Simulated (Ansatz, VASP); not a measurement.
Na2BrCl in VASP and in Ansatz

INCAR

```
PREC = Accurate
ENCUT = 520
EDIFF = 1E-6
ISMEAR = 0
SIGMA = 0.05
LREAL = False
LASPH = True
NELM = 100
ALGO = Normal
ISIF = 2
LWAVE = False
LCHARG = False
NBANDS = 22
```

File KPOINTS:

```
Automatic mesh
0
Gamma
  9 9 9
```

The input POSCAR:

```
Na2BrCl
1.0
    1.9888625555      1.1482703318      6.4983477511
   -1.9888625555      1.1482703318      6.4983477511
    0.0000000000     -2.2965406636      6.4983477511
Na Br Cl
2 1 1
Direct
    0.2545086910      0.2545086910      0.2545086910
    0.7454913090      0.7454913090      0.7454913090
    0.5000000000      0.5000000000      0.5000000000
    0.0000000000      0.0000000000      0.0000000000
```

Input for Ansatz:

```yaml
crystal:
  lattice:
    - [1.9888625555, 1.1482703318, 6.4983477511]
    - [-1.9888625555, 1.1482703318, 6.4983477511]
    - [0.0, -2.2965406636, 6.4983477511]
  atoms:
    - { symbol: Na, position: [0.254508691, 0.254508691, 0.254508691] }
    - { symbol: Na, position: [0.745491309, 0.745491309, 0.745491309] }
    - { symbol: Br, position: [0.5, 0.5, 0.5] }
    - { symbol: Cl, position: [0.0, 0.0, 0.0] }
basis:
  ecutwfc: 420
kpoints:
  mp_grid: { grid: [9, 9, 9] }
hamiltonian:
  xc: lda
scf:
  occupations: { method: gaussian, width: 0.05 }
output:
  forces: true
  stress: true
  eigenvalues: true
```

Alike in both runs: task single point; functional LDA; k mesh 9 × 9 × 9; occupations gaussian, width 0.05 eV; no spin polarisation.

|  | VASP | Ansatz |
| --- | --- | --- |
| version | VASP 6.6.1 | Ansatz 0.2.0 |
| potentials or method | VASP PAW LDA potentials, release 64 (Na_pv, Br, Cl), cutoff 520 eV | scalar-relativistic, plane waves, PAW |
| valence electrons in the cell | 28 | 32 |

Ansatz gave:

- gap on the k mesh at the Fermi level (eV): 4.16
- least direct gap on the mesh (eV): 4.16
- pressure (GPa): 0.0

Question: Which values does VASP return?

Answer: gap on the k mesh at the Fermi level (eV): 4.17; least direct gap on the mesh (eV): 4.17; pressure (GPa): 0.0.

LDA's correlation is that of Perdew and Zunger in VASP and of Perdew and Wang (1992) in Ansatz. VASP's potentials hold 28 valence electrons a cell and Ansatz's 32, so a difference there can come from the potentials and not from the codes.
